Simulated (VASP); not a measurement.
Input of a VASP 6.6.1 run:

File INCAR:

```
SYSTEM = Te
  PREC = Accurate
  ENCUT = 500
  EDIFF = 1E-7
  ISMEAR = 0
  SIGMA = 0.1
  LREAL = .False.
  LASPH = .True.
  NELM = 120
  ALGO = Normal
  ISIF = 3
  LWAVE = .False.
  LCHARG = .False.
  GGA = PE
  IBRION = 2
  NSW = 90
  EDIFFG = -0.04
  GGA_COMPAT = .False.
  NELMIN = 4
```

Contents of KPOINTS:

```
regular mesh
0
Gamma
  6 6 2
  0 0 0
```

Contents of POSCAR:

```
Te
1.0
    2.8262884400      0.0000000000      0.0000000000
   -1.4131442200      2.4476375900      0.0000000000
    0.0000000000      0.0000000000      9.8082490000
Te
2
Direct
    0.3333333300      0.6666666700      0.0000000000
    0.6666666700      0.3333333300      0.0000000000
```

Potentials or basis: VASP PAW PBE potentials, release 64 (Te).

Run with:

```console
$ cat potpaw_PBE.64/Te/POTCAR > POTCAR
$ mpirun -np 1 vasp_std > vasp.out
```

Question: Estimate the relaxed cell.

Answer: a = 5.095 Å, b = 5.095 Å, c = 9.806 Å, α = 90.00°, β = 90.00°, γ = 120.00°.

Question: Predict the band gap on the k mesh.

Answer: Zero (bands 6 and 7 overlap by 0.78 eV).

Question: Predict the space group after relaxing (to 0.1 Å).

Answer: P6/mmm (No. 191).

The path:
| step | energy change (eV) | largest force (eV/Å) | pressure (GPa) | volume (Å³) |
| --- | --- | --- | --- | --- |
| 1 | 0.0000 | 0.0000 | 436.40 | 67.85 |
| 2 | -20.6307 | 0.0000 | -2.11 | 4007.12 |
| 3 | -51.1661 | 0.0000 | -2.59 | 2615.27 |
| 4 | -69.5665 | 0.0000 | -2.68 | 1868.10 |
| 5 | -94.5212 | 0.0000 | -1.22 | 582.75 |
| 6 | -96.0221 | 0.0000 | -1.41 | 456.52 |
| 7 | -99.6276 | 0.0000 | 0.11 | 219.10 |
| 8 | -99.6164 | 0.0000 | -0.42 | 226.34 |
| 9 | -99.6266 | 0.0000 | 0.17 | 218.32 |
| 10 | -99.6283 | 0.0000 | 0.00 | 220.43 |

Caveat: the k points lie up to 0.32 Å⁻¹ apart in the final cell, too coarse for converged energies and pressures of a metal; the volume moved by over 15 % at a fixed basis, so the end points are rough; there is no dipole correction, which matters where the two faces differ; the relaxation moved the vacuum too, so the length across it says nothing of the material; spin-orbit coupling is left out, which moves the levels of the heavy elements.
